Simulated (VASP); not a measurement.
# Al3Cu (P4/mmm) in VASP: notebook, part 2 of 2

VASP 6.6.1. Earlier steps stand in the parts before.

## 5. Single point, PBEsol (strain +0.0500 x Voigt [1, 0, 0, 0, 0, 0])

Input file INCAR:

```
SYSTEM = Al3Cu
ALGO = Fast ; EDIFF = 1E-6
ENCUT = 520 ; GGA = PS
ISIF = 2 ; ISMEAR = 0
LASPH = .TRUE. ; LCHARG = .FALSE.
LREAL = .FALSE. ; LWAVE = .FALSE.
NBANDS = 18 ; NELM = 100
PREC = Accurate ; SIGMA = 0.15
```

Input file KPOINTS:

```
k-points
0
G
  12 12 12
  0 0 0
```

Input file POSCAR:

```
Al3Cu
1.0
    4.0869714669      0.0000000000      0.0000000000
    0.0000000000      3.8923537780      0.0000000000
    0.0000000000      0.0000000000      3.8923537780
Al Cu
3 1
Direct
    0.0000000000      0.5000000000      0.5000000000
    0.5000000000      0.0000000000      0.5000000000
    0.5000000000      0.5000000000      0.0000000000
    0.0000000000      0.0000000000      0.0000000000
```

Potentials or basis: VASP PAW PBE potentials, release 64 (Al, Cu).

Command:

```bash
cat potpaw_PBE.64/Al/POTCAR potpaw_PBE.64/Cu/POTCAR > POTCAR
mpirun -np 1 vasp_std > vasp.out
```

OUTCAR:

```text
SYSTEM = Al3Cu
   EDIFF = 1E-6
   ENCUT = 520
   GGA = PS
   ISIF = 2
   ISMEAR = 0
   LASPH = .TRUE.
   LREAL = .FALSE.
   NELM = 100
   PREC = Accurate

 ion  position               nearest neighbor table
   1  0.000  0.500  0.500-   4 2.75   4 2.75   4 2.75   4 2.75   3 2.82   2 2.82   2 2.82   3 2.82
                             2 2.82   3 2.82   3 2.82   2 2.82
   2  0.500  0.000  0.500-   3 2.75   3 2.75   3 2.75   3 2.75   4 2.82   1 2.82   4 2.82   1 2.82
                             1 2.82   4 2.82   4 2.82   1 2.82
   3  0.500  0.500  0.000-   2 2.75   2 2.75   2 2.75   2 2.75   1 2.82   4 2.82   4 2.82   1 2.82
                             1 2.82   4 2.82   1 2.82   4 2.82
   4  0.000  0.000  0.000-   1 2.75   1 2.75   1 2.75   1 2.75   2 2.82   3 2.82   3 2.82   2 2.82
                             2 2.82   3 2.82   2 2.82   3 2.82

  LATTYP: Found a simple tetragonal cell.
 ALAT       =     3.8923537780
 C/A-ratio  =     1.0500000000

  Lattice vectors:

 A1 = (   0.0000000000,   3.8923537780,   0.0000000000)
 A2 = (   0.0000000000,   0.0000000000,   3.8923537780)
 A3 = (   4.0869714669,   0.0000000000,   0.0000000000)

Analysis of symmetry for initial positions (statically):
=====================================================================
 Subroutine PRICEL returns:
 Original cell was already a primitive cell.

 Routine SETGRP: Setting up the symmetry group for a
 simple tetragonal supercell.

 Subroutine GETGRP returns: Found 16 space group operations
 (whereof 16 operations were pure point group operations)
 out of a pool of 16 trial point group operations.

The static configuration has the point symmetry D_4h.

Analysis of symmetry for dynamics (positions and initial velocities):
=====================================================================
 Subroutine PRICEL returns:
 Original cell was already a primitive cell.

 Routine SETGRP: Setting up the symmetry group for a
 simple tetragonal supercell.

 Subroutine GETGRP returns: Found 16 space group operations
 (whereof 16 operations were pure point group operations)
 out of a pool of 16 trial point group operations.

The dynamic configuration has the point symmetry D_4h.

 Subroutine INISYM returns: Found 16 space group operations
 (whereof 16 operations are pure point group operations),
 and found     1 'primitive' translations

----------------------------------------------------------------------------------------

                                     Primitive cell

  volume of cell :      61.9193

  direct lattice vectors                    reciprocal lattice vectors
     4.086971467  0.000000000  0.000000000     0.244679956  0.000000000  0.000000000
     0.000000000  3.892353778  0.000000000     0.000000000  0.256913954  0.000000000
     0.000000000  0.000000000  3.892353778     0.000000000  0.000000000  0.256913954

  length of vectors
     4.086971467  3.892353778  3.892353778     0.244679956  0.256913954  0.256913954

  position of ions in fractional coordinates (direct lattice)
     0.000000000  0.500000000  0.500000000
     0.500000000  0.000000000  0.500000000
     0.500000000  0.500000000  0.000000000
     0.000000000  0.000000000  0.000000000

  ion indices of the primitive-cell ions
   primitive index   ion index
                 1           1
                 2           2
                 3           3
                 4           4

[... 26 lines left out ...]
 Following reciprocal coordinates:
            Coordinates               Weight
  0.000000  0.000000  0.000000      1.000000
  0.083333  0.000000  0.000000      2.000000
  0.166667  0.000000  0.000000      2.000000
  0.250000  0.000000  0.000000      2.000000
  0.333333  0.000000  0.000000      2.000000
  0.416667  0.000000  0.000000      2.000000
[... 16 lines left out ...]
  0.083333  0.250000  0.000000      8.000000
  0.166667  0.250000  0.000000      8.000000
 [... further k-points ...]
   k-points           NKPTS =    196   k-points in BZ     NKDIM =    196   number of bands    NBANDS=     18
   number of dos      NEDOS =    301   number of ions     NIONS =      4
   total plane-waves  NPLWV =  27000
   dimension x,y,z NGX =    30 NGY =   30 NGZ =   30
   dimension x,y,z NGXF=    60 NGYF=   60 NGZF=   60
   ions per type =               3   1
   NGX,Y,Z   is equivalent  to a cutoff of  12.20, 12.81, 12.81 a.u.
   NGXF,Y,Z  is equivalent  to a cutoff of  24.41, 25.63, 25.63 a.u.
 SYSTEM =  Al3Cu
   PREC   = accura    normal or accurate (medium, high low for compatibility)
   ISTART =      0    job   : 0-new  1-cont  2-samecut
   ICHARG =      2    charge: 1-file 2-atom 10-const
   ISPIN  =      1    spin polarized calculation?
   LNONCOLLINEAR =      F non collinear calculations
   LSORBIT =      F    spin-orbit coupling
   LASPH  =      T    aspherical Exc in radial PAW
   ENCUT  =  520.0 eV  38.22 Ry    6.18 a.u.   7.60  7.24  7.24*2*pi/ulx,y,z
   NELM   =    100;   NELMIN=  2; NELMDL= -5     # of ELM steps
   EDIFF  = 0.1E-05   stopping-criterion for ELM
   LREAL  =      F    real-space projection
   EDIFFG = 0.1E-04   stopping-criterion for IOM
   NSW    =      0    number of steps for IOM
   IBRION =     -1    ionic relax: 0-MD 1-quasi-New 2-CG
   NFREE  =      0    steps in history (QN), initial steepest desc. (CG)
   ISIF   =      2    stress and relaxation
   ISYM   =      2    0-nonsym 1-usesym 2-fastsym
   POTIM  = 0.5000    time-step for ionic-motion
   TEBEG  =    0.0;   TEEND  =   0.0 temperature during run
   PSTRESS=    0.0 pullay stress
   NELECT =      20.0000    total number of electrons
   NUPDOWN=      -1.0000    fix difference up-down
   EMIN   =  10.00;   EMAX   =-10.00  energy-range for DOS
   EFERMI =   0.00;   METHOD = LEGACY
   ISMEAR =     0;   SIGMA  =   0.15  broadening in eV -4-tet -1-fermi 0-gaus
   EFERMI_NEDOS =   21; number of points for ismear=-14 and -15
   IALGO  =     68    algorithm
   IMIX   =      4    mixing-type and parameters
     AMIX     =   0.40;   BMIX     =  1.00
     AMIX_MAG =   1.60;   BMIX_MAG =  1.00
  volume/ion in A,a.u.               =      15.48       104.46
  Fermi-wavevector in a.u.,A,eV,Ry     =   1.123249  2.122633 17.166316  1.261689
  Thomas-Fermi vector in A             =   2.259914
   LORBIT       =      0    0 simple, 1 ext, 2 COOP (PROOUT), +10 PAW based schemes
   GGA     = PS    functional components
   LHFCALC =     F    Hartree Fock is set to
   AEXX    =    0.0000 exact exchange contribution
   IVDW    =     0    specifies the selected vdW correction
   LEPSILON=     F    determine dielectric tensor
   LRPA    =     F    only Hartree local field effects (RPA)
 non-spin polarized calculation
 RMM-DIIS sequential band-by-band and
 Gauss-broadening in eV      SIGMA  =   0.15
  energy-cutoff  :      520.00
  volume of cell :       61.92
 maximum number of plane-waves:      1684
   NGX = 15   NGY = 15   NGZ = 15

 number of electron      19.9999989 magnetization

 Free energy of the ion-electron system (eV)
  ---------------------------------------------------
  ext. energy  EPLUGINS =         0.00000000
  ---------------------------------------------------
  free energy    TOTEN  =       -16.65173524 eV

  energy without entropy =      -16.63279270  energy(sigma->0) =      -16.64226397

 E-fermi :   7.8533     XC(G=0): -10.7308

 val. band max:        7.8519640488   @ k =   0.1667   0.4167   0.3333
 cond. band min:       7.8584286251   @ k =   0.4167   0.1667   0.0000
 fundamental gap:      0.0064645762
 Fermi energy:         7.8532556887

 k-point     1 :       0.0000    0.0000    0.0000
  band No.  band energies     occupation
      1      -3.0538      2.00000
      2       3.6494      2.00000
      3       3.7934      2.00000
      4       4.4244      2.00000
      5       4.4327      2.00000
      6       4.4327      2.00000
[... 481 lines left out ...]
      5       4.2211      2.00000
      6       4.3841      2.00000
[... 10 lines left out ...]
     17      13.9924      0.00000
     18      14.4048      0.00000

 [... further k-points ...]
[... 5 lines left out ...]
  --------------------------------------------------------------------------------------
  -------------------------------------------------------------------------------------
  Total       -2.8211513     -0.7855385     -0.7855385      0.0000000      0.0000000     -0.0000000
  in kB      -72.9979631    -20.3259950    -20.3259950      0.0000000      0.0000000     -0.0000000
  external PRESSURE =     -37.8833177 kB  Pullay stress =       0.0000000 kB

 VOLUME and BASIS-vectors are now :
 -----------------------------------------------------------------------------
  energy-cutoff  :      520.00
  volume of cell :       61.92
      direct lattice vectors                 reciprocal lattice vectors
     4.086971467  0.000000000  0.000000000     0.244679956  0.000000000  0.000000000
     0.000000000  3.892353778  0.000000000     0.000000000  0.256913954  0.000000000
     0.000000000  0.000000000  3.892353778     0.000000000  0.000000000  0.256913954

 POSITION                                       TOTAL-FORCE (eV/Angst)
 -----------------------------------------------------------------------------------
      0.00000      1.94618      1.94618         0.000000      0.000000      0.000000
      2.04349      0.00000      1.94618         0.000000      0.000000      0.000000
      2.04349      1.94618      0.00000         0.000000      0.000000      0.000000
      0.00000      0.00000      0.00000         0.000000      0.000000      0.000000
 -----------------------------------------------------------------------------------
    total drift:                                0.000000     -0.000000      0.000000

  FREE ENERGIE OF THE ION-ELECTRON SYSTEM (eV)
  ---------------------------------------------------
  free  energy   TOTEN  =       -16.6517352418 eV

  energy  without entropy=      -16.6327926962  energy(sigma->0) =      -16.64226397
```

OSZICAR:

```text
N       E                     dE             d eps       ncg     rms          rms(c)
DAV:   1     0.717995854308E+02    0.71800E+02   -0.82789E+03  7102   0.112E+03
DAV:   2    -0.152861579019E+02   -0.87086E+02   -0.80748E+02  7264   0.208E+02
DAV:   3    -0.192726695348E+02   -0.39865E+01   -0.38329E+01  9716   0.508E+01
DAV:   4    -0.193656790240E+02   -0.93009E-01   -0.92616E-01  9900   0.624E+00
DAV:   5    -0.193684076798E+02   -0.27287E-02   -0.27284E-02  9998   0.112E+00    0.177E+01
RMM:   6    -0.252013401240E+02   -0.58329E+01   -0.68323E+01  9102   0.113E+02    0.169E+01
RMM:   7    -0.172559416597E+02    0.79454E+01   -0.22290E+01  7773   0.685E+01    0.487E+00
RMM:   8    -0.166952023023E+02    0.56074E+00   -0.24602E+00  7617   0.228E+01    0.133E+00
RMM:   9    -0.166561950131E+02    0.39007E-01   -0.31870E-01  7773   0.291E+00    0.625E-01
RMM:  10    -0.166542969334E+02    0.18981E-02   -0.54726E-02  8544   0.194E+00    0.313E-01
RMM:  11    -0.166525661210E+02    0.17308E-02   -0.12077E-02  8841   0.742E-01    0.231E-01
RMM:  12    -0.166518697144E+02    0.69641E-03   -0.53685E-03  8739   0.104E+00    0.132E-01
RMM:  13    -0.166517105289E+02    0.15919E-03   -0.67462E-04  9218   0.333E-01    0.181E-02
RMM:  14    -0.166517449604E+02   -0.34431E-04   -0.27126E-04 10372   0.150E-01    0.349E-02
RMM:  15    -0.166517303752E+02    0.14585E-04   -0.77652E-05  8861   0.112E-01    0.799E-03
RMM:  16    -0.166517344983E+02   -0.41232E-05   -0.37362E-05  9497   0.436E-02    0.165E-02
RMM:  17    -0.166517352418E+02   -0.74350E-06   -0.53373E-06  7463   0.187E-02
   1 F= -.16651735E+02 E0= -.16642264E+02  d E =-.189425E-01
```

Wall time 6.4 min (1 thread of Intel Xeon 8259CL, shared host); peak memory 0.32 GiB.

What came out:

* Free energy: -16.6517 eV
* Pressure: -3.8 GPa
* Band gap on the k mesh: zero (bands 10 and 11 overlap by 3.83 eV)

Caveat: the cell differs from its parent crystal (strain +0.0500 x Voigt [1, 0, 0, 0, 0, 0]); the cell stands under tension; the PAW data sets were made with another functional, which shifts forces and pressure a little.

## 6. Summary

| cell | further INCAR settings | gap on the mesh (eV) | pressure (GPa) |
| --- | --- | --- | --- |
| a = 3.698, b = 3.892, c = 3.892 Å, 4 atoms | ALGO = Fast; EDIFF = 1e-07; NBANDS = 18 | none | 5.5 |
| a = 3.795, b = 3.892, c = 3.892 Å, 4 atoms | ALGO = Fast; EDIFF = 1e-06; NBANDS = 18 | none | 2.7 |
| a = 3.990, b = 3.892, c = 3.892 Å, 4 atoms | ALGO = Fast; EDIFF = 1e-07; NBANDS = 18 | none | -2.1 |
| a = 4.087, b = 3.892, c = 3.892 Å, 4 atoms | ALGO = Fast; EDIFF = 1e-06; NBANDS = 18 | none | -3.8 |

Alike in all rows: task single point; level PBEsol; potentials or basis VASP PAW PBE potentials, release 64 (Al, Cu); no spin polarisation; k mesh 12 × 12 × 12; cutoff (eV) 520; smearing gaussian 0.15 eV.

Caveats: the PAW data sets were made with another functional, which shifts forces and pressure a little; the cell stands under pressure (at least some runs); the cell stands under tension (at least some runs).

Absolute energies hang on the potentials; compare differences alone.
